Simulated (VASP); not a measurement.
Wanted: the native input for a VASP 6.6.1 run.

```yaml
Task: relaxation of cell and atoms
Functional: PBE
Potentials_or_basis: VASP PAW PBE potentials, release 64 (Hg, Te)
Cutoff: 600 eV
k_mesh: 11 × 11 × 11
Occupations: fermi-dirac, width 0.1 eV
Spin: no spin polarisation
Target_pressure: -0.021 GPa
Dipole_correction: no
Further_INCAR_settings: ALGO = Normal; EDIFF = 1e-07; IBRION = 2; EDIFFG = -0.005; NSW = 32; ISIF = 3
```

The structure of HgTe (CsCl type) lies in POSCAR:

```
HgTe
1.0
    3.8091264412      0.0000000000      0.0000000000
    0.0000000000      3.8091264412      0.0000000000
    0.0000000000      0.0000000000      3.8091264412
Hg Te
1 1
Direct
    0.0000000000      0.0000000000      0.0000000000
    0.5000000000      0.5000000000      0.5000000000
```

The input as run:

INCAR

```
PREC = Accurate ; ENCUT = 600
EDIFF = 1E-7 ; ISMEAR = -1
SIGMA = 0.1 ; LREAL = False
LASPH = True ; NELM = 60
ALGO = Normal ; ISIF = 3
LWAVE = False ; LCHARG = False
GGA = PE ; IBRION = 2
NSW = 32 ; EDIFFG = -0.005
PSTRESS = -0.21000000000000002
```

KPOINTS

```
regular mesh
0
Gamma
  11 11 11
```

Potentials or basis: VASP PAW PBE potentials, release 64 (Hg, Te).

The run is started by

```console
$ cat potpaw_PBE.64/Hg/POTCAR potpaw_PBE.64/Te/POTCAR > POTCAR
$ mpirun -np 1 vasp_std > vasp.out
```

It gave:

```
Relaxed volume                                             : 27.69 Å³/atom
Relaxed cell                                               : a = 3.812 Å, b = 3.812 Å, c = 3.812 Å, α = 90.00°, β = 90.00°, γ = 90.00°
Space group after relaxing (to 0.1 Å)                      : Pm-3m (No. 221)
Energy change on relaxing (the run minimises the enthalpy) : -0.0 meV/atom
Ionic steps                                                : 2
Pressure after relaxing                                    : 0.0 GPa
Band gap on the k mesh                                     : zero (bands 9 and 10 overlap by 1.85 eV)
```

Caveat: the cell is relaxed towards a set pressure, so the run minimises the enthalpy, not the energy; spin-orbit coupling is left out, which moves the levels of the heavy elements.

Run time: 29 s on 1 thread of AMD EPYC 9R45 96-Core Processor (Zen 5), on a shared host, peak memory 0.18 GiB.
